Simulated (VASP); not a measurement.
# ZrS (Fm-3m) in VASP: a series of runs

The runs below take ZrS through single point, with LDA.

Program: VASP 6.6.1. These are calculated values, not measurements. Logs are shortened: lines on timing, memory, paths and dates and some standing lists are left out, and cuts for length are marked.

## Step 1: The cell of the first run

It takes space group Fm-3m (No. 225, cubic). The conventional cell has a = 5.425 Å, b = 5.425 Å, c = 5.425 Å, α = 90.00°, β = 90.00°, γ = 90.00°. Within 3.6 Å of Zr (site symmetry m-3m) lie 6 S at 2.71 Å. S (site symmetry m-3m) has 6 Zr at 2.71 Å within 3.6 Å.

## Step 2: Single point, LDA, collinear spin (19.96 Å³/atom)

The input, INCAR:

```
PREC = Accurate
ENCUT = 520
EDIFF = 1E-6
ISMEAR = 0
SIGMA = 0.15
LREAL = False
LASPH = True
NELM = 150
ALGO = Normal
ISIF = 2
LWAVE = False
LCHARG = False
ISPIN = 2
MAGMOM = 0.2 0
LORBIT = 11
NUPDOWN = 0.2
LMAXMIX = 4
NBANDS = 20
```

The input, KPOINTS:

```
Automatic mesh
0
Gamma
  16 16 16
```

The input, POSCAR:

```
ZrS
1.0
    0.0000000000      2.7127426924      2.7127426924
    2.7127426924      0.0000000000      2.7127426924
    2.7127426924      2.7127426924      0.0000000000
Zr S
1 1
Direct
    0.0000000000      0.0000000000      0.0000000000
    0.5000000000      0.5000000000      0.5000000000
```

Potentials or basis: VASP PAW LDA potentials, release 64 (Zr_sv, S).

Launch:

```
$ cat potpaw_LDA.64/Zr_sv/POTCAR potpaw_LDA.64/S/POTCAR > POTCAR
$ mpirun -np 1 vasp_std > vasp.out
```

OUTCAR:

```text
PREC = Accurate
   ENCUT = 520
   EDIFF = 1E-6
   ISMEAR = 0
   LREAL = False
   LASPH = True
   NELM = 150
   ISIF = 2
   ISPIN = 2
   LORBIT = 11
   NUPDOWN = 0.2

 ion  position               nearest neighbor table
   1  0.000  0.000  0.000-   2 2.71   2 2.71   2 2.71   2 2.71   2 2.71   2 2.71
   2  0.500  0.500  0.500-   1 2.71   1 2.71   1 2.71   1 2.71   1 2.71   1 2.71

  LATTYP: Found a face centered cubic cell.
 ALAT       =     5.4254853848

  Lattice vectors:

 A1 = (   0.0000000000,   2.7127426924,   2.7127426924)
 A2 = (   2.7127426924,   0.0000000000,   2.7127426924)
 A3 = (   2.7127426924,   2.7127426924,   0.0000000000)

Analysis of symmetry for initial positions (statically):
=====================================================================
 Subroutine PRICEL returns:
 Original cell was already a primitive cell.

 Routine SETGRP: Setting up the symmetry group for a
 face centered cubic supercell.

 Subroutine GETGRP returns: Found 48 space group operations
 (whereof 48 operations were pure point group operations)
 out of a pool of 48 trial point group operations.

The static configuration has the point symmetry O_h .

Analysis of symmetry for dynamics (positions and initial velocities):
=====================================================================
 Subroutine PRICEL returns:
 Original cell was already a primitive cell.

 Routine SETGRP: Setting up the symmetry group for a
 face centered cubic supercell.

 Subroutine GETGRP returns: Found 48 space group operations
 (whereof 48 operations were pure point group operations)
 out of a pool of 48 trial point group operations.

The dynamic configuration has the point symmetry O_h .

Analysis of structural, dynamic, and magnetic symmetry:
=====================================================================
 Subroutine PRICEL returns:
 Original cell was already a primitive cell.

 Routine SETGRP: Setting up the symmetry group for a
 face centered cubic supercell.

 Subroutine GETGRP returns: Found 48 space group operations
 (whereof 48 operations were pure point group operations)
 out of a pool of 48 trial point group operations.

The overall configuration has the point symmetry O_h .

 Subroutine INISYM returns: Found 48 space group operations
 (whereof 48 operations are pure point group operations),
 and found     1 'primitive' translations

----------------------------------------------------------------------------------------

                                     Primitive cell

  volume of cell :      39.9260

  direct lattice vectors                    reciprocal lattice vectors
     0.000000000  2.712742692  2.712742692    -0.184315306  0.184315306  0.184315306
     2.712742692  0.000000000  2.712742692     0.184315306 -0.184315306  0.184315306
     2.712742692  2.712742692  0.000000000     0.184315306  0.184315306 -0.184315306

  length of vectors
     3.836397507  3.836397507  3.836397507     0.319243475  0.319243475  0.319243475

  position of ions in fractional coordinates (direct lattice)
     0.000000000  0.000000000  0.000000000
     0.500000000  0.500000000  0.500000000

  ion indices of the primitive-cell ions
   primitive index   ion index
                 1           1
                 2           2

----------------------------------------------------------------------------------------

 KPOINTS: Automatic mesh

Automatic generation of k-mesh.
 Grid dimensions read from file:
 generate k-points for:   16   16   16

 Generating k-lattice:

  Cartesian coordinates                     Fractional coordinates (reciprocal lattice)
    -0.011519707  0.011519707  0.011519707     0.062500000  0.000000000  0.000000000
     0.011519707 -0.011519707  0.011519707     0.000000000  0.062500000  0.000000000
     0.011519707  0.011519707 -0.011519707     0.000000000  0.000000000  0.062500000

  Length of vectors
     0.019952717  0.019952717  0.019952717

  Shift w.r.t. Gamma in fractional coordinates (k-lattice)
     0.000000000  0.000000000  0.000000000

 Subroutine IBZKPT returns following result:
 ===========================================

 Found    145 irreducible k-points:

 Following reciprocal coordinates:
            Coordinates               Weight
  0.000000  0.000000  0.000000      1.000000
  0.062500  0.000000  0.000000      8.000000
  0.125000  0.000000  0.000000      8.000000
  0.187500  0.000000  0.000000      8.000000
  0.250000  0.000000  0.000000      8.000000
  0.312500  0.000000  0.000000      8.000000
[... 16 lines left out ...]
 -0.125000  0.062500  0.000000     24.000000
 -0.062500  0.062500  0.000000     12.000000
 [... further k-points ...]
   k-points           NKPTS =    145   k-points in BZ     NKDIM =    145   number of bands    NBANDS=     20
   number of dos      NEDOS =    301   number of ions     NIONS =      2
   total plane-waves  NPLWV =  27000
   dimension x,y,z NGX =    30 NGY =   30 NGZ =   30
   dimension x,y,z NGXF=    60 NGYF=   60 NGZF=   60
   ions per type =               1   1
   NGX,Y,Z   is equivalent  to a cutoff of  13.00, 13.00, 13.00 a.u.
   NGXF,Y,Z  is equivalent  to a cutoff of  26.00, 26.00, 26.00 a.u.
 SYSTEM =  unknown system
   PREC   = accura    normal or accurate (medium, high low for compatibility)
   ISTART =      0    job   : 0-new  1-cont  2-samecut
   ICHARG =      2    charge: 1-file 2-atom 10-const
   ISPIN  =      2    spin polarized calculation?
   LNONCOLLINEAR =      F non collinear calculations
   LSORBIT =      F    spin-orbit coupling
   LASPH  =      T    aspherical Exc in radial PAW
   ENCUT  =  520.0 eV  38.22 Ry    6.18 a.u.   7.13  7.13  7.13*2*pi/ulx,y,z
   NELM   =    150;   NELMIN=  2; NELMDL= -5     # of ELM steps
   EDIFF  = 0.1E-05   stopping-criterion for ELM
   LREAL  =      F    real-space projection
   EDIFFG = 0.1E-04   stopping-criterion for IOM
   NSW    =      0    number of steps for IOM
   IBRION =     -1    ionic relax: 0-MD 1-quasi-New 2-CG
   NFREE  =      0    steps in history (QN), initial steepest desc. (CG)
   ISIF   =      2    stress and relaxation
   ISYM   =      2    0-nonsym 1-usesym 2-fastsym
   POTIM  = 0.5000    time-step for ionic-motion
   TEBEG  =    0.0;   TEEND  =   0.0 temperature during run
   PSTRESS=    0.0 pullay stress
   NELECT =      18.0000    total number of electrons
   NUPDOWN=       0.2000    fix difference up-down
   EMIN   =  10.00;   EMAX   =-10.00  energy-range for DOS
   EFERMI =   0.00;   METHOD = LEGACY
   ISMEAR =     0;   SIGMA  =   0.15  broadening in eV -4-tet -1-fermi 0-gaus
   EFERMI_NEDOS =   21; number of points for ismear=-14 and -15
   IALGO  =     38    algorithm
   IMIX   =      4    mixing-type and parameters
     AMIX     =   0.40;   BMIX     =  1.00
     AMIX_MAG =   1.60;   BMIX_MAG =  1.00
  volume/ion in A,a.u.               =      19.96       134.72
  Fermi-wavevector in a.u.,A,eV,Ry     =   1.255299  2.372171 21.439717  1.575775
  Thomas-Fermi vector in A             =   2.389062
   LORBIT       =     11    0 simple, 1 ext, 2 COOP (PROOUT), +10 PAW based schemes
   GGA     = CA    functional components
   LHFCALC =     F    Hartree Fock is set to
   AEXX    =    0.0000 exact exchange contribution
   IVDW    =     0    specifies the selected vdW correction
   LEPSILON=     F    determine dielectric tensor
   LRPA    =     F    only Hartree local field effects (RPA)
 spin polarized calculation
 Gauss-broadening in eV      SIGMA  =   0.15
  energy-cutoff  :      520.00
  volume of cell :       39.93
 maximum number of plane-waves:      1090
 NGX is ok and might be reduce to    30
   NGX = 15   NGY = 15   NGZ = 15

 number of electron      18.0000001 magnetization       0.2000000

 Free energy of the ion-electron system (eV)
  ---------------------------------------------------
  ext. energy  EPLUGINS =         0.00000000
  ---------------------------------------------------
  free energy    TOTEN  =       -16.77351725 eV

  energy without entropy =      -16.75583997  energy(sigma->0) =      -16.76467861

 E-fermi :   9.2374     XC(G=0): -11.0752

 val. band max:        9.4074264851   @ k =  -0.3125   0.3125   0.0625
 cond. band min:       9.2426600531   @ k =  -0.2500   0.1250   0.0000
 fundamental gap:     -0.1647664320
 Fermi energy:         9.4184397887

 spin component 1

 k-point     1 :       0.0000    0.0000    0.0000
  band No.  band energies     occupation
      1     -40.6004      1.00000
      2     -18.7096      1.00000
      3     -18.7096      1.00000
      4     -18.7096      1.00000
      5      -5.9624      1.00000
      6       5.8855      1.00000
[... 12 lines left out ...]
     19      24.2380      0.00000
     20      24.2380      0.00000
[... 507 lines left out ...]
 k-point    24 :      -0.0625    0.0625    0.0000
  band No.  band energies     occupation
      1     -40.5988      1.00000
      2     -18.7312      1.00000
      3     -18.7153      1.00000
      4     -18.7103      1.00000
      5      -5.8573      1.00000
      6       5.1593      1.00000
[... 12 lines left out ...]
     19      22.4204      0.00000
     20      23.6235      0.00000

 [... further k-points ...]

 spin component 2

 k-point     1 :       0.0000    0.0000    0.0000
  band No.  band energies     occupation
      1     -40.5317      1.00000
      2     -18.6319      1.00000
      3     -18.6319      1.00000
      4     -18.6319      1.00000
      5      -5.9315      1.00000
      6       5.9140      1.00000
[... 12 lines left out ...]
     19      24.3160      0.00000
     20      24.3160      0.00000
[... 507 lines left out ...]
 k-point    24 :      -0.0625    0.0625    0.0000
  band No.  band energies     occupation
      1     -40.5301      1.00000
      2     -18.6535      1.00000
      3     -18.6376      1.00000
      4     -18.6325      1.00000
      5      -5.8268      1.00000
      6       5.1953      1.00000
[... 12 lines left out ...]
     19      22.4841      0.00000
     20      23.6846      0.00000

 [... further k-points ...]

------------------------ aborting loop because EDIFF is reached ----------------------------------------

  FORCE on cell =-STRESS in cart. coord.  units (eV):
  Direction    XX          YY          ZZ          XY          YZ          ZX
  --------------------------------------------------------------------------------------
  -------------------------------------------------------------------------------------
  Total       -4.3964025     -4.3964025     -4.3964025      0.0000000      0.0000000     -0.0000000
  in kB     -176.4217892   -176.4217892   -176.4217892      0.0000000      0.0000000     -0.0000000
  external PRESSURE =    -176.4217892 kB  Pullay stress =       0.0000000 kB

 VOLUME and BASIS-vectors are now :
 -----------------------------------------------------------------------------
  energy-cutoff  :      520.00
  volume of cell :       39.93
      direct lattice vectors                 reciprocal lattice vectors
     0.000000000  2.712742692  2.712742692    -0.184315306  0.184315306  0.184315306
     2.712742692  0.000000000  2.712742692     0.184315306 -0.184315306  0.184315306
     2.712742692  2.712742692  0.000000000     0.184315306  0.184315306 -0.184315306

 POSITION                                       TOTAL-FORCE (eV/Angst)
 -----------------------------------------------------------------------------------
      0.00000      0.00000      0.00000        -0.000000      0.000000     -0.000000
      2.71274      2.71274      2.71274         0.000000      0.000000      0.000000
 -----------------------------------------------------------------------------------
    total drift:                               -0.000000      0.000000      0.000000

  FREE ENERGIE OF THE ION-ELECTRON SYSTEM (eV)
  ---------------------------------------------------
  free  energy   TOTEN  =       -16.7735172536 eV

  energy  without entropy=      -16.7558399693  energy(sigma->0) =      -16.76467861

 total charge

# of ion       s       p       d       tot
------------------------------------------
    1        2.115   5.947   1.656   9.717
    2        1.307   2.399   0.000   3.705
--------------------------------------------------
tot          3.422   8.345   1.656  13.423

 magnetization (x)

# of ion       s       p       d       tot
------------------------------------------
    1        0.002   0.001   0.118   0.121
    2        0.001   0.005   0.000   0.005
--------------------------------------------------
tot          0.003   0.005   0.118   0.126
```

Run time: 5.5 min. Hardware: 1 thread of Intel Xeon 8259CL, shared host; peak memory 0.29 GiB.

What came out:

```yaml
Free_energy: -16.7735 eV
Pressure: -17.6 GPa
Net_moment: 0.20 μB per cell
Site_moments: Zr +0.12; S +0.01 μB
Valence_electrons_inside_the_program's_atomic_spheres: Zr 9.72; S 3.71
```

Caveat: the cell stands under tension; the total moment is fixed, so each spin has its own Fermi level.

## Step 3: Single point, LDA, collinear spin (19.96 Å³/atom)

The input, INCAR:

```
PREC = Accurate
ENCUT = 520
EDIFF = 1E-6
ISMEAR = 0
SIGMA = 0.15
LREAL = F
LASPH = T
NELM = 150
ALGO = Normal
ISIF = 2
LWAVE = F
LCHARG = F
ISPIN = 2
MAGMOM = 0.8 0
LORBIT = 11
NUPDOWN = 0.8
LMAXMIX = 4
NBANDS = 20
```

The input, KPOINTS:

```
regular mesh
0
Gamma
  16 16 16
```

POSCAR is that of step 2.

Potentials or basis: VASP PAW LDA potentials, release 64 (Zr_sv, S).

Launch:

```
$ cat potpaw_LDA.64/Zr_sv/POTCAR potpaw_LDA.64/S/POTCAR > POTCAR
$ mpirun -np 1 vasp_std > vasp.out
```

Run time: 6.3 min. Hardware: 1 thread of Intel Xeon 8259CL, shared host; peak memory 0.29 GiB.

It converged, with:

```
Free energy                                           : -16.6407 eV
Pressure                                              : -16.4 GPa
Net moment                                            : 0.80 μB per cell
Site moments                                          : Zr +0.48; S +0.02 μB
Valence electrons inside the program's atomic spheres : Zr 9.73; S 3.71
```

Caveat: the cell stands under tension; the total moment is fixed, so each spin has its own Fermi level.

## Step 4: Single point, LDA, collinear spin (19.96 Å³/atom)

The input, INCAR:

```
SYSTEM = ZrS
PREC     = Accurate       ! precision mode
ENCUT    = 520            ! plane-wave cutoff, eV
EDIFF    = 1E-6           ! SCF threshold, eV
ISMEAR   = 0              ! smearing method
SIGMA    = 0.15           ! smearing width, eV
LREAL    = .FALSE.        ! projectors in reciprocal space
LASPH    = .TRUE.         ! aspherical terms in the spheres
NELM     = 150            ! most SCF steps
ALGO     = Normal         ! electronic algorithm
ISIF     = 2              ! what is computed and relaxed
LWAVE    = .FALSE.        ! write WAVECAR
LCHARG   = .TRUE.         ! write CHGCAR
ISPIN    = 2              ! spin polarisation
MAGMOM   = 1 0            ! initial moments
LORBIT   = 11             ! projections on sites
NUPDOWN  = 1.0            ! fixed moment
LMAXMIX  = 4              ! l up to which the mixer works
LELF     = .TRUE.         ! ELF
LVHAR    = .TRUE.       
NBANDS   = 20             ! bands
```

The input, KPOINTS:

```
Automatic mesh
0
G
  16 16 16
  0 0 0
```

POSCAR is that of step 3.

Launch:

```
$ cat potpaw_LDA.64/Zr_sv/POTCAR potpaw_LDA.64/S/POTCAR > POTCAR
$ mpirun -np 1 vasp_std > vasp.out
```

It took 5.5 min on 1 thread of Intel Xeon 8259CL, shared host; peak memory 0.29 GiB.

The run converged. Its results:

```yaml
Free_energy: -16.5585 eV
Pressure: -15.7 GPa
Net_moment: 1.00 μB per cell
Site_moments: Zr +0.60; S +0.03 μB
Valence_electrons_inside_the_program's_atomic_spheres: Zr 9.73; S 3.71
```

Caveat: the cell stands under tension; the total moment is fixed, so each spin has its own Fermi level.

## Step 5: Single point, LDA, collinear spin (19.96 Å³/atom)

The input, INCAR:

```
PREC = Accurate
ENCUT = 520
EDIFF = 1E-6
ISMEAR = 0
SIGMA = 0.15
LREAL = F
LASPH = T
NELM = 150
ALGO = Normal
ISIF = 2
LWAVE = F
LCHARG = T
ISPIN = 2
MAGMOM = 0.1 0
LORBIT = 11
NUPDOWN = 0.1
LMAXMIX = 4
LELF = T
LVHAR = T
NBANDS = 20
```

The input, KPOINTS:

```
Automatic mesh
0
Gamma
  16 16 16
```

POSCAR is that of step 4.

Launch:

```
$ cat potpaw_LDA.64/Zr_sv/POTCAR potpaw_LDA.64/S/POTCAR > POTCAR
$ mpirun -np 1 vasp_std > vasp.out
```

Run time: 7.2 min. Hardware: 1 thread of Intel Xeon 8259CL, shared host; peak memory 0.28 GiB.

The run converged. Its results:

- Free energy: -16.7803 eV
- Pressure: -17.7 GPa
- Net moment: 0.10 μB per cell
- Site moments: Zr +0.06; S +0.00 μB
- Valence electrons inside the program's atomic spheres: Zr 9.72; S 3.71

Caveat: the cell stands under tension; the total moment is fixed, so each spin has its own Fermi level.

## Step 6: Single point, LDA, collinear spin (19.96 Å³/atom)

The input, INCAR:

```
SYSTEM = ZrS
PREC = Accurate
ENCUT = 520
EDIFF = 1E-6
ISMEAR = 0
SIGMA = 0.15
LREAL = .FALSE.
LASPH = .TRUE.
NELM = 150
ALGO = Normal
ISIF = 2
LWAVE = .FALSE.
LCHARG = .FALSE.
ISPIN = 2
MAGMOM = 0.9 0
LORBIT = 11
NUPDOWN = 0.9
LMAXMIX = 4
NBANDS = 20
```

The input, KPOINTS:

```
Automatic mesh
0
G
  16 16 16
  0 0 0
```

POSCAR is that of step 5.

Potentials or basis: VASP PAW LDA potentials, release 64 (Zr_sv, S).

Launch:

```
$ cat potpaw_LDA.64/Zr_sv/POTCAR potpaw_LDA.64/S/POTCAR > POTCAR
$ mpirun -np 1 vasp_std > vasp.out
```

Wall time 7 min (1 thread of Intel Xeon 8259CL, shared host); peak memory 0.29 GiB.

It converged, with:

```
Free energy                                           : -16.6026 eV
Pressure                                              : -16.1 GPa
Net moment                                            : 0.90 μB per cell
Site moments                                          : Zr +0.54; S +0.02 μB
Valence electrons inside the program's atomic spheres : Zr 9.73; S 3.71
```

Caveat: the cell stands under tension; the total moment is fixed, so each spin has its own Fermi level.

## Step 7: Single point, LDA, collinear spin (19.96 Å³/atom)

The input, INCAR:

```
PREC     = Accurate       # precision mode
ENCUT    = 520            # plane-wave cutoff, eV
EDIFF    = 1E-6           # SCF threshold, eV
ISMEAR   = 0              # smearing method
SIGMA    = 0.15           # smearing width, eV
LREAL    = F              # projectors in reciprocal space
LASPH    = T              # aspherical terms in the spheres
NELM     = 150            # most SCF steps
ALGO     = Normal         # electronic algorithm
ISIF     = 2              # what is computed and relaxed
LWAVE    = F              # write WAVECAR
LCHARG   = T              # write CHGCAR
ISPIN    = 2              # spin polarisation
MAGMOM   = 0.5 0          # initial moments
LORBIT   = 11             # projections on sites
NUPDOWN  = 0.5            # fixed moment
LMAXMIX  = 4              # l up to which the mixer works
LELF     = T              # ELF
LVHAR    = T            
NBANDS   = 20             # bands
```

The input, KPOINTS:

```
regular mesh
0
Gamma
  16 16 16
```

POSCAR is that of step 6.

Launch:

```
$ cat potpaw_LDA.64/Zr_sv/POTCAR potpaw_LDA.64/S/POTCAR > POTCAR
$ mpirun -np 1 vasp_std > vasp.out
```

It took 4.9 min on 1 thread of Intel Xeon 8259CL, shared host; peak memory 0.29 GiB.

Results (log left out):

```yaml
Free_energy: -16.7264 eV
Pressure: -17.2 GPa
Net_moment: 0.50 μB per cell
Site_moments: Zr +0.30; S +0.01 μB
Valence_electrons_inside_the_program's_atomic_spheres: Zr 9.72; S 3.71
```

Caveat: the cell stands under tension; the total moment is fixed, so each spin has its own Fermi level.

## Step 8: Summary

```tsv
fixed moment (μB)	pressure (GPa)	moment (μB)
0.2	-17.6	0.20
0.8	-16.4	0.80
1.0	-15.7	1.00
0.1	-17.7	0.10
0.9	-16.1	0.90
0.5	-17.2	0.50
```

Alike in all rows: task single point; level LDA; potentials or basis VASP PAW LDA potentials, release 64 (Zr_sv, S); spin collinear; cell as given; k mesh 16 × 16 × 16; cutoff (eV) 520; smearing gaussian 0.15 eV.

Caveats: the cell stands under tension; the total moment is fixed, so each spin has its own Fermi level.

Total energies depend on the potentials used, so only differences within one code and one set of settings carry meaning.
